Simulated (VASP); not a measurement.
Set up this calculation in VASP 6.6.1, as the native input.

```yaml
Task: single point
Functional: PBE
Potentials_or_basis: VASP PAW PBE potentials, release 64 (Ir, Rh_pv)
Cutoff: 520 eV
k_mesh: 18 × 18 × 4
Occupations: gaussian, width 0.1 eV
Spin: no spin polarisation
Dipole_correction: no
Further_INCAR_settings: ALGO = Fast; EDIFF = 1e-07; NBANDS = 48
```

The structure of IrRh2 lies in POSCAR:

```
IrRh2
1.0
    2.7318740093      0.0000000000      0.0000000000
   -1.3659370046      2.3658722920      0.0000000000
    0.0000000000      0.0000000000     13.2235247000
Ir Rh
2 4
Direct
    0.3333333333      0.6666666667      0.2500000000
    0.6666666667      0.3333333333      0.7500000000
    0.3333333333      0.6666666667      0.9159650000
    0.3333333333      0.6666666667      0.5840350000
    0.6666666667      0.3333333333      0.0840350000
    0.6666666667      0.3333333333      0.4159650000
```

The input as run:

INCAR

```
SYSTEM = IrRh2
PREC = Accurate ; ENCUT = 520
EDIFF = 1E-7 ; ISMEAR = 0
SIGMA = 0.1 ; LREAL = .FALSE.
LASPH = .TRUE. ; NELM = 60
ALGO = Fast ; ISIF = 2
LWAVE = .FALSE. ; LCHARG = .TRUE.
GGA = PE ; LELF = .TRUE.
LVHAR = .TRUE. ; NBANDS = 48
```

KPOINTS

```
Automatic mesh
0
G
  18 18 4
  0 0 0
```

Potentials or basis: VASP PAW PBE potentials, release 64 (Ir, Rh_pv).

Launch:

```sh
$ cat potpaw_PBE.64/Ir/POTCAR potpaw_PBE.64/Rh_pv/POTCAR > POTCAR
$ mpirun -np 1 vasp_std > vasp.out
```

It gave:

```json
{"Pressure": "0.2 GPa", "Largest force": "0.023 eV/Å", "Band gap on the k mesh": "zero (bands 39 and 40 overlap by 2.22 eV)"}
```

Caveat: spin-orbit coupling is left out, which moves the levels of the heavy elements.

Run time: 15 min on 1 thread of AMD EPYC 9755 128-Core Processor (shared host), peak memory 0.41 GiB.
